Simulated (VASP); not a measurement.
## Dy2H: relaxation of cell and atoms with PBE

Crystal: Dy2H.

```xyz
6
Lattice="3.7312 0.0000 0.0000 -1.8656 3.2313 0.0000 0.0000 0.0000 10.9288" Properties=species:S:1:pos:R:3 pbc="T T T"
Dy    0.0000    0.0000    0.0000
Dy    0.0000    0.0000    5.4644
Dy    0.0000    2.1542    8.1966
Dy    1.8656    1.0771    2.7322
H     0.0000    0.0000    2.7322
H     0.0000    0.0000    8.1966
```

The cell was built from a structure type or drawn by symmetry, and may not be a known phase.

```yaml
Program: VASP 6.6.1
Task: relaxation of cell and atoms
Functional: PBE
Potentials_or_basis: VASP PAW PBE potentials, release 64 (Dy_3, H), 4f in core
Cutoff: 500 eV
k_mesh: 6 × 6 × 2
Occupations: gaussian, width 0.1 eV
Spin: no spin polarisation
Dipole_correction: no
Mended: yes
Further_INCAR_settings: ALGO = Normal; EDIFF = 1e-07; IBRION = 2; EDIFFG = -0.04; NSW = 90; ISIF = 3
```

| Quantity | Value |
| --- | --- |
| Relaxed volume | 22.34 Å³/atom |
| Relaxed cell | a = 3.738 Å, b = 3.738 Å, c = 11.077 Å, α = 90.00°, β = 90.00°, γ = 120.00° |
| Space group after relaxing (to 0.1 Å) | P6_3/mmc (No. 194) |
| Energy gained by relaxing | 1.3 meV/atom |
| Ionic steps | 4 |
| Pressure after relaxing | -0.1 GPa |
| Band gap on the k mesh | zero (bands 19 and 20 overlap by 1.76 eV) |

Stress tensor (GPa, compression positive):
```
-0.15  0.00  0.00
 0.00 -0.15  0.00
 0.00  0.00  0.10
```

Step by step:
```
step  energy change (eV)  largest force (eV/Å)  pressure (GPa)  volume (Å³)
   1              0.0000                0.0000            0.74       131.77
   2             -0.0065                0.0000            0.00       133.71
   3             -0.0067                0.0000           -0.15       134.14
   4             -0.0080                0.0000           -0.07       134.04
```

Final structure:
```
Dy H
1.0
     3.73814    0.00000    0.00000
    -1.86907    3.23733    0.00000
     0.00000    0.00000   11.07658
Dy H
4 2
Direct
  0.00000 0.00000 0.00000
  0.00000 0.00000 0.50000
  0.33333 0.66667 0.75000
  0.66667 0.33333 0.25000
  0.00000 0.00000 0.25000
  0.00000 0.00000 0.75000
```

Levels at points of the mesh, in eV from the Fermi level:
| k point | band 15 | band 16 | band 17 | band 18 | band 19 | band 20 | band 21 | band 22 | band 23 |
| --- | --- | --- | --- | --- | --- | --- | --- | --- | --- |
| (0.00, 0.00, 0.00) | -3.38 | -3.36 | 0.42 | 0.87 | 1.05 | 1.05 | 1.29 | 1.37 | 1.37 |
| (0.50, 0.00, 0.00) | -2.00 | -1.57 | -1.41 | -0.68 | -0.30 | -0.24 | 0.74 | 1.15 | 1.20 |
| (0.00, 0.00, 0.50) | -3.34 | -3.34 | 0.71 | 0.71 | 1.27 | 1.27 | 1.27 | 1.27 | 1.64 |
| (0.50, 0.00, 0.50) | -1.69 | -1.69 | -1.23 | -1.23 | -0.24 | -0.24 | 1.31 | 1.31 | 1.53 |

It took 61 s on 1 thread of Intel(R) Xeon(R) 6975P-C (Granite Rapids) (shared host), peak memory 0.25 GiB.

Caveat: spin-orbit coupling is left out, which moves the levels of the heavy elements; the 4f electrons are frozen in the core, so they carry no moment and show no levels. Spin polarisation is off, so any magnetic state and its effect on volume and gap are missing.
